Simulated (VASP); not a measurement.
Si3Ge:

```xyz
4
Lattice="2.8412 -4.0181 0.0000 2.8412 4.0181 0.0000 0.0000 0.0000 2.8412" Properties=species:S:1:pos:R:3 pbc="T T T"
Si    1.4206    2.0090    0.0000
Si    1.4206   -2.0090    0.0000
Si    2.8412    0.0000    1.4206
Ge    0.0000    0.0000    1.4206
```

* Program: VASP 6.6.1
* Task: relaxation of cell and atoms
* Functional: PBE
* Potentials or basis: VASP PAW PBE potentials, release 64 (Si, Ge_d)
* Cutoff: 500 eV
* k mesh: 10 × 10 × 16
* Occupations: gaussian, width 0.1 eV
* Spin: no spin polarisation

At the start: pressure -1.0 GPa; volume 16.22 Å³/atom.

Problem. Where does the relaxation end?

Solution. Over 19 steps the energy falls by 13.9 meV/atom and the volume is 16.08 Å³/atom (-0.9 %); space group Cmmm (No. 65, to 0.1 Å) before and after.

The path:
| step | energy change (eV) | largest force (eV/Å) | pressure (GPa) | volume (Å³) |
| --- | --- | --- | --- | --- |
| 1 | 0.0000 | 0.0000 | -0.98 | 64.87 |
| 2 | -0.0061 | 0.0000 | 0.10 | 63.94 |
| 3 | -0.0065 | 0.0000 | 0.42 | 63.67 |
| 4 | -0.0096 | 0.0000 | 0.31 | 63.76 |
| 5 | -0.0128 | 0.0000 | 0.11 | 63.90 |
| 6 | -0.0149 | 0.0000 | -0.23 | 64.14 |
| 7 | -0.0211 | 0.0000 | 0.12 | 63.82 |
| 8 | -0.0311 | 0.0000 | 0.79 | 63.34 |
| 9 | -0.0351 | 0.0000 | 2.49 | 62.32 |
| 10 | -0.0365 | 0.0000 | 1.94 | 62.63 |
| 11 | -0.0368 | 0.0000 | 1.98 | 62.62 |
| 12 | -0.0378 | 0.0000 | 2.05 | 62.59 |
| 13 | -0.0390 | 0.0000 | 2.20 | 62.52 |
| 14 | -0.0395 | 0.0000 | 2.47 | 62.37 |
| 15 | -0.0412 | 0.0000 | 2.35 | 62.47 |
| 16 | -0.0457 | 0.0000 | 1.92 | 62.77 |
| 17 | -0.0520 | 0.0000 | 1.12 | 63.38 |
| 18 | -0.0550 | 0.0000 | -0.37 | 64.61 |
| 19 | -0.0554 | 0.0000 | -0.01 | 64.30 |

Final structure:
```yaml
crystal:
  lattice:
    - [2.67770, -4.46809, 0.00000]
    - [2.67770, 4.46809, 0.00000]
    - [0.00000, 0.00000, 2.68724]
  atoms:
    - { symbol: Si, position: [0.00000, 0.50000, 0.00000] }
    - { symbol: Si, position: [0.50000, 0.00000, 0.00000] }
    - { symbol: Si, position: [0.50000, 0.50000, 0.50000] }
    - { symbol: Ge, position: [0.00000, 0.00000, 0.50000] }
```

Caveat: the highest band is partly filled, so the run has too few bands.
